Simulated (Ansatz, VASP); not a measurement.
## Two plane-wave programs on Si2Ni

```
Si Ni
1.0
     0.00000    2.66873    2.66873
     2.66873    0.00000    2.66873
     2.66873    2.66873    0.00000
Si Ni
2 1
Direct
  0.25000 0.25000 0.25000
  0.75000 0.75000 0.75000
  0.00000 0.00000 0.00000
```

Alike in both runs: task single point; functional PBE; dispersion D3(BJ); k mesh 8 × 8 × 8; occupations gaussian, width 0.05 eV; collinear spin.

|  | VASP | Ansatz |
| --- | --- | --- |
| version | VASP 6.6.1 | Ansatz 0.2.0 |
| potentials or method | VASP PAW PBE potentials, release 64 (Si, Ni), cutoff 520 eV | scalar-relativistic, plane waves, PAW |
| valence electrons in the cell | 18 | 26 |

|  | VASP | Ansatz | Ansatz less VASP |
| --- | --- | --- | --- |
| gap on the k mesh at the Fermi level (eV) | none | none | - |
| pressure (GPa) | 3.2 | 3.4 | +0.19 |
| net moment per atom (μB) | 0.00 | 0.00 | 0.000 |

A gap of «none» marks a metal or a gap that the smearing closes. VASP's potentials hold 18 valence electrons a cell and Ansatz's 26, so a difference there can come from the potentials and not from the codes. Ansatz's warnings: seeded moment not kept.
